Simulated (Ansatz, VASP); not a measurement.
## HfN: VASP beside Ansatz

File INCAR:

```
PREC = Accurate
ENCUT = 600
EDIFF = 1E-6
ISMEAR = -1
SIGMA = 0.05
LREAL = F
LASPH = T
NELM = 120
ALGO = Normal
ISIF = 2
LWAVE = F
LCHARG = F
GGA = RE
NBANDS = 14
GGA_COMPAT = F
```

File KPOINTS:

```
regular mesh
0
Gamma
  10 10 10
```

Contents of POSCAR:

```
HfN
1.0
    0.0000000000      2.2560000000      2.2560000000
    2.2560000000      0.0000000000      2.2560000000
    2.2560000000      2.2560000000      0.0000000000
Hf N
1 1
Direct
    0.0000000000      0.0000000000      0.0000000000
    0.5000000000      0.5000000000      0.5000000000
```

Contents of input.yaml:

```yaml
crystal:
  lattice:
    - [0.0, 2.256, 2.256]
    - [2.256, 0.0, 2.256]
    - [2.256, 2.256, 0.0]
  atoms:
    - { symbol: Hf, position: [0.0, 0.0, 0.0] }
    - { symbol: "N", position: [0.5, 0.5, 0.5] }
kpoints:
  mp_grid: { grid: [10, 10, 10] }
  band_path:
    path:
      - [0.0, 0.0, 0.0]
      - [0.5, 0.0, 0.5]
      - [0.5, 0.25, 0.75]
      - [0.375, 0.375, 0.75]
      - [0.0, 0.0, 0.0]
      - [0.5, 0.5, 0.5]
      - [0.625, 0.25, 0.625]
      - [0.5, 0.25, 0.75]
    npoints: 8
scf:
  occupations: { method: fermi_dirac, width: 0.05 }
hamiltonian:
  xc: revpbe
  pseudopotentials: { kind: all_electron, lapw: { basis_error: 0.001 } }
output:
  forces: true
  stress: true
  eigenvalues: true
```

Alike in both runs: functional revPBE; k mesh 10 × 10 × 10; occupations fermi-dirac, width 0.05 eV; no spin polarisation.

|  | VASP | Ansatz |
| --- | --- | --- |
| version | VASP 6.6.1 | Ansatz 0.2.0 |
| potentials or method | VASP PAW PBE potentials, release 64 (Hf_pv, N), cutoff 600 eV | all-electron LAPW, scalar-relativistic |
| task | single point | band structure |

|  | VASP | Ansatz | Ansatz less VASP |
| --- | --- | --- | --- |
| gap on the k mesh at the Fermi level (eV) | none | none | - |
| pressure (GPa) | 7.5 | 10.0 | +2.56 |

VASP's potentials were made for PBE, not for revPBE. A gap of «none» marks a metal or a gap that the smearing closes. Ansatz ran all-electron here, and VASP with PAW potentials.

Spin-orbit coupling is off throughout.
